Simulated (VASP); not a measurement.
Write the native input for VASP 6.6.1 that does the following.

| Item | Value |
| --- | --- |
| Task | single point |
| Functional | PBE |
| Potentials or basis | VASP PAW PBE potentials, release 64 (N, Ga_d) |
| Cutoff | 520 eV |
| k mesh | 9 × 9 × 1 |
| Occupations | gaussian, width 0.05 eV |
| Spin | no spin polarisation |
| Dipole correction | yes |
| Further INCAR settings | ALGO = Normal; EDIFF = 1e-06; NBANDS = 56 |

The structure of GaN lies in POSCAR:

```
GaN
1.0
    3.2162589223      0.0000000000      0.0000000000
   -1.6081294611      2.7853619318      0.0000000000
    0.0000000000      0.0000000000     26.1607737570
N Ga
5 5
Direct
    0.0000000000      0.0000000000      0.2936204595
    0.3333333333      0.6666666667      0.3883636925
    0.6666666667      0.3333333333      0.4882257682
    0.0000000000      0.0000000000      0.5887579333
    0.3333333333      0.6666666667      0.6905035602
    0.3333333333      0.6666666667      0.3068710764
    0.6666666667      0.3333333333      0.4095010450
    0.0000000000      0.0000000000      0.5101981035
    0.3333333333      0.6666666667      0.6108981122
    0.6666666667      0.3333333333      0.7130602491
```

These files were run (other wordings do the same):

INCAR

```
SYSTEM = GaN
ALGO = Normal
DIPOL = 0.5 0.5 0.500
EDIFF = 1E-6
ENCUT = 520
GGA = PE
IDIPOL = 3
ISIF = 2
ISMEAR = 0
LASPH = .TRUE.
LCHARG = .FALSE.
LDIPOL = .TRUE.
LREAL = .FALSE.
LWAVE = .FALSE.
NBANDS = 56
NELM = 100
PREC = Accurate
SIGMA = 0.05
```

KPOINTS

```
k-points
0
G
  9 9 1
  0 0 0
```

Potentials or basis: VASP PAW PBE potentials, release 64 (N, Ga_d).

Launch:

```sh
$ cat potpaw_PBE.64/N/POTCAR potpaw_PBE.64/Ga_d/POTCAR > POTCAR
$ mpirun -np 1 vasp_std > vasp.out
```

It gave:

```yaml
Largest_force: 0.022 eV/Å
Band_gap_on_the_k_mesh: zero (band 45 reaches 0.48 eV, above the bottom of band 46 at 0.38 eV)
```

It took 4.9 min on 1 thread of Intel(R) Xeon(R) 6975P-C (Granite Rapids), with other jobs on the host, peak memory 0.38 GiB.
